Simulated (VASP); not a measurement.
Wanted: the native input for a VASP 6.6.1 run.

| Item | Value |
| --- | --- |
| Task | electric field gradients |
| Functional | PBE |
| Potentials or basis | VASP PAW PBE potentials, release 64 (Ta_pv, N) |
| Cutoff | 520 eV |
| k mesh | 9 × 9 × 9 |
| Occupations | fermi-dirac, width 0.02 eV |
| Spin | no spin polarisation |
| Dipole correction | no |
| Further INCAR settings | ALGO = Normal; EDIFF = 1e-08; NBANDS = 15 |

The structure of TaN lies in POSCAR:

```
TaN
1.0
    0.0000000000      2.1348965245      2.1348965245
    2.1348965245      0.0000000000      2.1348965245
    2.1348965245      2.1348965245      0.0000000000
Ta N
1 1
Direct
    0.5000000000      0.5000000000      0.5000000000
    0.0000000000      0.0000000000      0.0000000000
```

This cell differs from its parent crystal: volume scaled by 0.9405.

These files were run (other wordings do the same):

INCAR

```
SYSTEM = TaN
PREC = Accurate
ENCUT = 520
EDIFF = 1E-8
ISMEAR = -1
SIGMA = 0.02
LREAL = .FALSE.
LASPH = .TRUE.
NELM = 100
ALGO = Normal
ISIF = 2
LWAVE = .FALSE.
LCHARG = .FALSE.
GGA = PE
LEFG = .TRUE.
NBANDS = 15
```

KPOINTS

```
regular mesh
0
G
  9 9 9
  0 0 0
```

Potentials or basis: VASP PAW PBE potentials, release 64 (Ta_pv, N).

Run with:

```console
$ cat potpaw_PBE.64/Ta_pv/POTCAR potpaw_PBE.64/N/POTCAR > POTCAR
$ mpirun -np 1 vasp_std > vasp.out
```

Results of the run:

| Item | Value |
| --- | --- |
| Pressure | 43.2 GPa |
| Band gap on the k mesh | zero (band 8 reaches 12.35 eV, above the bottom of band 9 at 8.21 eV) |

Caveat: without QUAD_EFG the Cq values of the log hold for a quadrupole moment of 1 mb, not for the nuclei; spin-orbit coupling is left out, which moves the levels of the heavy elements.

Wall time 22 s on 1 thread of Intel Xeon 8259CL, on a shared host, peak memory 0.11 GiB.
